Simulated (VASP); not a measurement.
# SiO2 (I-42d) in VASP: a series of runs

The runs below take SiO2 through single point, with LDA.

Program: VASP 6.6.1. These are calculated values, not measurements. Logs are shortened: lines on timing, memory, paths and dates and some standing lists are left out, and cuts for length are marked.

**1. The cell of the first run**

Symmetry: I-42d, No. 122, tetragonal system. Conventional cell: a = 4.831 Å, b = 4.831 Å, c = 7.619 Å, α = 90.00°, β = 90.00°, γ = 90.00°. Within 2.2 Å of Si (site symmetry -4) lie 4 O at 1.65 Å. Within 2.2 Å of O (site symmetry 2) lie 2 Si at 1.65 Å.

**2. Single point, LDA**

Input file INCAR:

```
SYSTEM = SiO2
  PREC = Accurate
  ENCUT = 520
  EDIFF = 1E-6
  ISMEAR = 0
  SIGMA = 0.01
  LREAL = .FALSE.
  LASPH = .TRUE.
  NELM = 80
  ALGO = Normal
  ISIF = 2
  LWAVE = .FALSE.
  LCHARG = .FALSE.
  NBANDS = 25
```

Input file KPOINTS:

```
Automatic mesh
0
G
  6 6 6
  0 0 0
```

Input file POSCAR:

```
SiO2
1.0
   -2.4155264871      2.4155264871      3.8094105717
    2.4155264871     -2.4155264871      3.8094105717
    2.4155264871      2.4155264871     -3.8094105717
Si O
2 4
Direct
    0.0000000000      0.0000000000      0.0000000000
    0.7500000000      0.2500000000      0.5000000000
    0.9983800000      0.6250000000      0.8733800000
    0.3750000000      0.2483800000      0.3733800000
    0.7516200000      0.1250000000      0.1266200000
    0.8750000000      0.0016200000      0.6266200000
```

Potentials or basis: VASP PAW LDA potentials, release 64 (Si, O).

Launch:

```console
$ cat potpaw_LDA.64/Si/POTCAR potpaw_LDA.64/O/POTCAR > POTCAR
$ mpirun -np 1 vasp_std > vasp.out
```

OUTCAR:

```text
SYSTEM = SiO2
   PREC = Accurate
   ENCUT = 520
   EDIFF = 1E-6
   ISMEAR = 0
   LREAL = .FALSE.
   LASPH = .TRUE.
   NELM = 80
   ISIF = 2

 ion  position               nearest neighbor table
   1  0.000  0.000  0.000-   3 1.65   5 1.65   6 1.65   4 1.65   2 3.08   2 3.08   2 3.08   2 3.08

   2  0.750  0.250  0.500-   4 1.65   5 1.65   6 1.65   3 1.65   1 3.08   1 3.08   1 3.08   1 3.08

   3  0.998  0.625  0.873-   1 1.65   2 1.65
   4  0.375  0.248  0.373-   2 1.65   1 1.65
   5  0.752  0.125  0.127-   1 1.65   2 1.65
   6  0.875  0.002  0.627-   1 1.65   2 1.65

  LATTYP: Found a body centered tetragonal cell.
 ALAT       =     4.8310529742
 C/A-ratio  =     1.5770518734

  Lattice vectors:

 A1 = (  -2.4155264871,   2.4155264871,   3.8094105717)
 A2 = (   2.4155264871,  -2.4155264871,   3.8094105717)
 A3 = (   2.4155264871,   2.4155264871,  -3.8094105717)

Analysis of symmetry for initial positions (statically):
=====================================================================
 Subroutine PRICEL returns:
 Original cell was already a primitive cell.

 Routine SETGRP: Setting up the symmetry group for a
 body centered tetragonal supercell.

 Subroutine GETGRP returns: Found  8 space group operations
 (whereof  4 operations were pure point group operations)
 out of a pool of 16 trial point group operations.

The static configuration has the point symmetry S_4 .
 The point group associated with its full space group is D_2d.

Analysis of symmetry for dynamics (positions and initial velocities):
=====================================================================
 Subroutine PRICEL returns:
 Original cell was already a primitive cell.

 Routine SETGRP: Setting up the symmetry group for a
 body centered tetragonal supercell.

 Subroutine GETGRP returns: Found  8 space group operations
 (whereof  4 operations were pure point group operations)
 out of a pool of 16 trial point group operations.

The dynamic configuration has the point symmetry S_4 .
 The point group associated with its full space group is D_2d.

 Subroutine INISYM returns: Found  8 space group operations
 (whereof  4 operations are pure point group operations),
 and found     1 'primitive' translations

----------------------------------------------------------------------------------------

                                     Primitive cell

  volume of cell :      88.9081

  direct lattice vectors                    reciprocal lattice vectors
    -2.415526487  2.415526487  3.809410572     0.000000000  0.206994211  0.131253902
     2.415526487 -2.415526487  3.809410572     0.206994211  0.000000000  0.131253902
     2.415526487  2.415526487 -3.809410572     0.206994211  0.206994211  0.000000000

  length of vectors
     5.116751442  5.116751442  5.116751442     0.245100368  0.245100368  0.292734021

  position of ions in fractional coordinates (direct lattice)
     0.000000000  0.000000000  0.000000000
     0.750000000  0.250000000  0.500000000
     0.998380000  0.625000000  0.873380000
     0.375000000  0.248380000  0.373380000
     0.751620000  0.125000000  0.126620000
     0.875000000  0.001620000  0.626620000

  ion indices of the primitive-cell ions
   primitive index   ion index
                 1           1
                 2           2
                 3           3
                 4           4
                 5           5
                 6           6

----------------------------------------------------------------------------------------

 KPOINTS: Automatic mesh

Automatic generation of k-mesh.
 Grid dimensions read from file:
 generate k-points for:    6    6    6

 Generating k-lattice:

  Cartesian coordinates                     Fractional coordinates (reciprocal lattice)
     0.000000000  0.034499035  0.021875650     0.166666667  0.000000000  0.000000000
     0.034499035  0.000000000  0.021875650     0.000000000  0.166666667  0.000000000
     0.034499035  0.034499035  0.000000000     0.000000000  0.000000000  0.166666667

  Length of vectors
     0.040850061  0.040850061  0.048789003

  Shift w.r.t. Gamma in fractional coordinates (k-lattice)
     0.000000000  0.000000000  0.000000000

 Subroutine IBZKPT returns following result:
 ===========================================

 Found     30 irreducible k-points:

 Following reciprocal coordinates:
            Coordinates               Weight
  0.000000  0.000000  0.000000      1.000000
  0.166667  0.000000  0.000000      8.000000
  0.333333 -0.000000  0.000000      8.000000
  0.500000 -0.000000  0.000000      4.000000
  0.166667  0.166667  0.000000      8.000000
  0.333333  0.166667  0.000000     16.000000
[... 16 lines left out ...]
 -0.333333 -0.333333  0.166667      8.000000
 -0.166667 -0.333333  0.166667      8.000000
 [... further k-points ...]
   k-points           NKPTS =     30   k-points in BZ     NKDIM =     30   number of bands    NBANDS=     25
   number of dos      NEDOS =    301   number of ions     NIONS =      6
   total plane-waves  NPLWV =  64000
   dimension x,y,z NGX =    40 NGY =   40 NGZ =   40
   dimension x,y,z NGXF=    80 NGYF=   80 NGZF=   80
   ions per type =               2   4
   NGX,Y,Z   is equivalent  to a cutoff of  13.00, 13.00, 13.00 a.u.
   NGXF,Y,Z  is equivalent  to a cutoff of  25.99, 25.99, 25.99 a.u.
 SYSTEM =  SiO2
   PREC   = accura    normal or accurate (medium, high low for compatibility)
   ISTART =      0    job   : 0-new  1-cont  2-samecut
   ICHARG =      2    charge: 1-file 2-atom 10-const
   ISPIN  =      1    spin polarized calculation?
   LNONCOLLINEAR =      F non collinear calculations
   LSORBIT =      F    spin-orbit coupling
   LASPH  =      T    aspherical Exc in radial PAW
   ENCUT  =  520.0 eV  38.22 Ry    6.18 a.u.   9.51  9.51  9.51*2*pi/ulx,y,z
   NELM   =     80;   NELMIN=  2; NELMDL= -5     # of ELM steps
   EDIFF  = 0.1E-05   stopping-criterion for ELM
   LREAL  =      F    real-space projection
   EDIFFG = 0.1E-04   stopping-criterion for IOM
   NSW    =      0    number of steps for IOM
   IBRION =     -1    ionic relax: 0-MD 1-quasi-New 2-CG
   NFREE  =      0    steps in history (QN), initial steepest desc. (CG)
   ISIF   =      2    stress and relaxation
   ISYM   =      2    0-nonsym 1-usesym 2-fastsym
   POTIM  = 0.5000    time-step for ionic-motion
   TEBEG  =    0.0;   TEEND  =   0.0 temperature during run
   PSTRESS=    0.0 pullay stress
   NELECT =      32.0000    total number of electrons
   NUPDOWN=      -1.0000    fix difference up-down
   EMIN   =  10.00;   EMAX   =-10.00  energy-range for DOS
   EFERMI =   0.00;   METHOD = LEGACY
   ISMEAR =     0;   SIGMA  =   0.01  broadening in eV -4-tet -1-fermi 0-gaus
   EFERMI_NEDOS =   21; number of points for ismear=-14 and -15
   IALGO  =     38    algorithm
   IMIX   =      4    mixing-type and parameters
     AMIX     =   0.40;   BMIX     =  1.00
     AMIX_MAG =   1.60;   BMIX_MAG =  1.00
  volume/ion in A,a.u.               =      14.82       100.00
  Fermi-wavevector in a.u.,A,eV,Ry     =   1.164513  2.200611 18.450734  1.356091
  Thomas-Fermi vector in A             =   2.301050
   LORBIT       =      0    0 simple, 1 ext, 2 COOP (PROOUT), +10 PAW based schemes
   GGA     = CA    functional components
   LHFCALC =     F    Hartree Fock is set to
   AEXX    =    0.0000 exact exchange contribution
   IVDW    =     0    specifies the selected vdW correction
   LEPSILON=     F    determine dielectric tensor
   LRPA    =     F    only Hartree local field effects (RPA)
 non-spin polarized calculation
 Gauss-broadening in eV      SIGMA  =   0.01
  energy-cutoff  :      520.00
  volume of cell :       88.91
 maximum number of plane-waves:      2412
 NGX is ok and might be reduce to    40
   NGX = 19   NGY = 19   NGZ = 19

 number of electron      32.0000009 magnetization

 Free energy of the ion-electron system (eV)
  ---------------------------------------------------
  ext. energy  EPLUGINS =         0.00000000
  ---------------------------------------------------
  free energy    TOTEN  =       -51.64938664 eV

  energy without entropy =      -51.64938664  energy(sigma->0) =      -51.64938664

 E-fermi :  -0.5697     XC(G=0):  -8.9130

 val. band max:       -0.7111586449   @ k =   0.0000   0.0000   0.0000
 cond. band min:       4.7583225828   @ k =   0.0000   0.0000   0.0000
 fundamental gap:      5.4694812277
 Fermi energy:        -0.5696638407

 k-point     1 :       0.0000    0.0000    0.0000
  band No.  band energies     occupation
      1     -19.3063      2.00000
      2     -17.2627      2.00000
      3     -17.2432      2.00000
      4     -17.2432      2.00000
      5      -9.4336      2.00000
      6      -5.8890      2.00000
[... 17 lines left out ...]
     24      12.4264      0.00000
     25      12.6331      0.00000

 k-point     2 :       0.1667    0.0000    0.0000
  band No.  band energies     occupation
      1     -19.2230      2.00000
      2     -17.3877      2.00000
      3     -17.2663      2.00000
      4     -17.2437      2.00000
      5      -9.2393      2.00000
      6      -5.9775      2.00000
[... 17 lines left out ...]
     24      11.9530      0.00000
     25      12.5392      0.00000

 k-point     3 :       0.3333   -0.0000    0.0000
  band No.  band energies     occupation
      1     -19.0112      2.00000
      2     -17.7011      2.00000
      3     -17.2811      2.00000
      4     -17.2529      2.00000
      5      -8.7935      2.00000
      6      -6.2485      2.00000
[... 552 lines left out ...]
 k-point    23 :      -0.3333   -0.3333    0.1667
  band No.  band energies     occupation
      1     -18.8174      2.00000
      2     -17.9573      2.00000
      3     -17.2807      2.00000
      4     -17.2750      2.00000
      5      -8.3116      2.00000
      6      -6.6323      2.00000
[... 17 lines left out ...]
     24      11.8142      0.00000
     25      12.5283      0.00000

 k-point    24 :      -0.1667   -0.3333    0.1667
  band No.  band energies     occupation
      1     -19.0220      2.00000
      2     -17.6984      2.00000
      3     -17.2692      2.00000
      4     -17.2593      2.00000
      5      -8.7473      2.00000
      6      -6.2142      2.00000
[... 17 lines left out ...]
     24      11.9352      0.00000
     25      12.5638      0.00000

 [... further k-points ...]

------------------------ aborting loop because EDIFF is reached ----------------------------------------

  FORCE on cell =-STRESS in cart. coord.  units (eV):
  Direction    XX          YY          ZZ          XY          YZ          ZX
  --------------------------------------------------------------------------------------
  -------------------------------------------------------------------------------------
  Total       -5.1644987     -5.1644987     -6.3664056      0.0000000      0.0000000      0.0000000
  in kB      -93.0673557    -93.0673557   -114.7264370      0.0000000      0.0000000      0.0000000
  external PRESSURE =    -100.2870495 kB  Pullay stress =       0.0000000 kB

 VOLUME and BASIS-vectors are now :
 -----------------------------------------------------------------------------
  energy-cutoff  :      520.00
  volume of cell :       88.91
      direct lattice vectors                 reciprocal lattice vectors
    -2.415526487  2.415526487  3.809410572     0.000000000  0.206994211  0.131253902
     2.415526487 -2.415526487  3.809410572     0.206994211  0.000000000  0.131253902
     2.415526487  2.415526487 -3.809410572     0.206994211  0.206994211  0.000000000

 POSITION                                       TOTAL-FORCE (eV/Angst)
 -----------------------------------------------------------------------------------
      0.00000      0.00000      0.00000         0.000000     -0.000000      0.000000
      0.00000      2.41553      1.90471         0.000000     -0.000000     -0.000000
      1.20776      3.01158      2.85706         0.000000     -0.859937      0.000000
      0.59606      1.20776      0.95235        -0.859937     -0.000000      0.000000
     -1.20776      1.81947      2.85706         0.000000      0.859937     -0.000000
     -0.59606      3.62329      0.95235         0.859937     -0.000000     -0.000000
 -----------------------------------------------------------------------------------
    total drift:                                0.000000      0.000000     -0.000000

  FREE ENERGIE OF THE ION-ELECTRON SYSTEM (eV)
  ---------------------------------------------------
  free  energy   TOTEN  =       -51.6493866353 eV

  energy  without entropy=      -51.6493866353  energy(sigma->0) =      -51.64938664
```

Run time: 24 s. Hardware: 1 thread of Intel Xeon 6975P-C (Granite Rapids), shared host; peak memory 0.21 GiB.

What came out:

```yaml
Free_energy: -51.6494 eV
Pressure: -10.0 GPa
Largest_force: 0.860 eV/Å
Band_gap_on_the_k_mesh: 5.47 eV, direct
```

Forces on the atoms (eV/Å):
```
Si   0.000  0.000  0.000
Si   0.000  0.000  0.000
O    0.000 -0.860  0.000
O   -0.860  0.000  0.000
O    0.000  0.860  0.000
O    0.860  0.000  0.000
```

A k mesh can miss the band edges.

**3. Single point, LDA**

This run uses another cell than the first one, of 15.19 Å³/atom, 1.025 times its volume.

Input file INCAR:

```
SYSTEM = SiO2
  ALGO = Normal
  EDIFF = 1E-6
  ENCUT = 520
  ISIF = 2
  ISMEAR = 0
  LASPH = .TRUE.
  LCHARG = .TRUE.
  LELF = .TRUE.
  LREAL = .FALSE.
  LVHAR = .TRUE.
  LWAVE = .FALSE.
  NBANDS = 25
  NELM = 100
  PREC = Accurate
  SIGMA = 0.01
```

Input file KPOINTS:

```
k-points
0
G
  6 6 6
  0 0 0
```

Changes to POSCAR since step 2:

```diff
@@ -2,5 +2,5 @@
 1.0
-   -2.4155264871      2.4155264871      3.8094105717
-    2.4155264871     -2.4155264871      3.8094105717
-    2.4155264871      2.4155264871     -3.8094105717
+   -2.4357410377      2.4357410377      3.8412899666
+    2.4357410377     -2.4357410377      3.8412899666
+    2.4357410377      2.4357410377     -3.8412899666
 Si O
```

Potentials or basis: VASP PAW LDA potentials, release 64 (Si, O).

Launch:

```console
$ cat potpaw_LDA.64/Si/POTCAR potpaw_LDA.64/O/POTCAR > POTCAR
$ mpirun -np 1 vasp_std > vasp.out
```

OUTCAR:

```text
SYSTEM = SiO2
   EDIFF = 1E-6
   ENCUT = 520
   ISIF = 2
   ISMEAR = 0
   LASPH = .TRUE.
   LREAL = .FALSE.
   NELM = 100
   PREC = Accurate

 ion  position               nearest neighbor table
   1  0.000  0.000  0.000-   4 1.66   3 1.66   5 1.66   6 1.66   2 3.10   2 3.10   2 3.10   2 3.10

   2  0.750  0.250  0.500-   3 1.66   4 1.66   5 1.66   6 1.66   1 3.10   1 3.10   1 3.10   1 3.10

   3  0.998  0.625  0.873-   2 1.66   1 1.66
   4  0.375  0.248  0.373-   1 1.66   2 1.66
   5  0.752  0.125  0.127-   1 1.66   2 1.66
   6  0.875  0.002  0.627-   1 1.66   2 1.66

  LATTYP: Found a body centered tetragonal cell.
 ALAT       =     4.8714820754
 C/A-ratio  =     1.5770518734

  Lattice vectors:

 A1 = (  -2.4357410377,   2.4357410377,   3.8412899666)
 A2 = (   2.4357410377,  -2.4357410377,   3.8412899666)
 A3 = (   2.4357410377,   2.4357410377,  -3.8412899666)

Analysis of symmetry for initial positions (statically):
=====================================================================
 Subroutine PRICEL returns:
 Original cell was already a primitive cell.

[... 176 lines left out ...]
  free energy    TOTEN  =       -51.48816395 eV

  energy without entropy =      -51.48816395  energy(sigma->0) =      -51.48816395

 E-fermi :  -0.8057     XC(G=0):  -8.8112

 val. band max:       -0.8657842520   @ k =   0.0000   0.0000   0.0000
 cond. band min:       4.4248912156   @ k =   0.0000   0.0000   0.0000
 fundamental gap:      5.2906754676
 Fermi energy:        -0.8057483889

 k-point     1 :       0.0000    0.0000    0.0000
  band No.  band energies     occupation
      1     -19.3369      2.00000
      2     -17.3614      2.00000
      3     -17.3429      2.00000
      4     -17.3429      2.00000
      5      -9.5309      2.00000
      6      -5.9770      2.00000
[... 661 lines left out ...]
     24      11.4515      0.00000
     25      12.1993      0.00000

 [... further k-points ...]
[... 5 lines left out ...]
  --------------------------------------------------------------------------------------
  -------------------------------------------------------------------------------------
  Total       -7.0592498     -7.0592498     -8.3526841      0.0000000     -0.0000000      0.0000000
  in kB     -124.0708691   -124.0708691   -146.8038113      0.0000000     -0.0000000      0.0000000
  external PRESSURE =    -131.6485165 kB  Pullay stress =       0.0000000 kB

 VOLUME and BASIS-vectors are now :
 -----------------------------------------------------------------------------
  energy-cutoff  :      520.00
  volume of cell :       91.16
      direct lattice vectors                 reciprocal lattice vectors
    -2.435741038  2.435741038  3.841289967     0.000000000  0.205276338  0.130164607
     2.435741038 -2.435741038  3.841289967     0.205276338  0.000000000  0.130164607
     2.435741038  2.435741038 -3.841289967     0.205276338  0.205276338  0.000000000

 POSITION                                       TOTAL-FORCE (eV/Angst)
 -----------------------------------------------------------------------------------
      0.00000      0.00000      0.00000         0.000000     -0.000000     -0.000000
     -0.00000      2.43574      1.92064         0.000000     -0.000000      0.000000
      1.21787      3.03678      2.88097         0.000000     -1.116033     -0.000000
      0.60104      1.21787      0.96032        -1.116033      0.000000     -0.000000
     -1.21787      1.83470      2.88097        -0.000000      1.116033     -0.000000
     -0.60104      3.65361      0.96032         1.116033     -0.000000     -0.000000
 -----------------------------------------------------------------------------------
    total drift:                               -0.000002     -0.000002     -0.000003

  FREE ENERGIE OF THE ION-ELECTRON SYSTEM (eV)
  ---------------------------------------------------
  free  energy   TOTEN  =       -51.4881639509 eV

  energy  without entropy=      -51.4881639509  energy(sigma->0) =      -51.48816395
```

stdout:

```text
POSCAR found type information on POSCAR SiO
 POSCAR found :  2 types and       6 ions
 scaLAPACK will be used
 LDA part: xc-table for (Slater(with rela. corr.)+CA(PZ))
 , standard interpolation
 POSCAR, INCAR and KPOINTS ok, starting setup
 FFT: planning ... GRIDC
 FFT: planning ... GRID_SOFT
 FFT: planning ... GRID
 WAVECAR not read
 entering main loop
```

Run time: 23 s. Hardware: 1 thread of Intel Xeon 6975P-C (Granite Rapids), shared host; peak memory 0.21 GiB.

What came out:

```yaml
Free_energy: -51.4882 eV
Pressure: -13.2 GPa
Largest_force: 1.116 eV/Å
Band_gap_on_the_k_mesh: 5.29 eV, direct
```

Forces in eV/Å, atoms in the order of the input:
```
Si   0.000  0.000  0.000
Si   0.000  0.000  0.000
O    0.000 -1.116  0.000
O   -1.116  0.000  0.000
O    0.000  1.116  0.000
O    1.116  0.000  0.000
```

Stress tensor (GPa, compression positive):
```
-12.41   0.00   0.00
  0.00 -12.41   0.00
  0.00   0.00 -14.68
```

Levels at points of the mesh, in eV from the valence-band top:
```csv
k point,band 12,band 13,band 14,band 15,band 16,band 17,band 18,band 19,band 20,band 21
"(0.00, 0.00, 0.00)",-1.27,-1.24,-1.06,0.00,0.00,5.29,8.13,10.26,10.41,10.41
"(0.50, 0.00, 0.00)",-1.36,-1.17,-0.66,-0.26,-0.17,7.40,8.59,9.35,9.45,10.27
"(0.50, 0.50, 0.00)",-1.76,-0.67,-0.67,-0.23,-0.23,8.55,8.55,9.30,9.30,10.55
"(0.50, 0.50, 0.50)",-1.81,-1.42,-1.42,-0.09,-0.09,8.29,8.29,8.98,8.98,10.99
```

Caveat: forces of over 1 eV/Å act on the atoms, so gaps and moduli don't describe the material at rest.
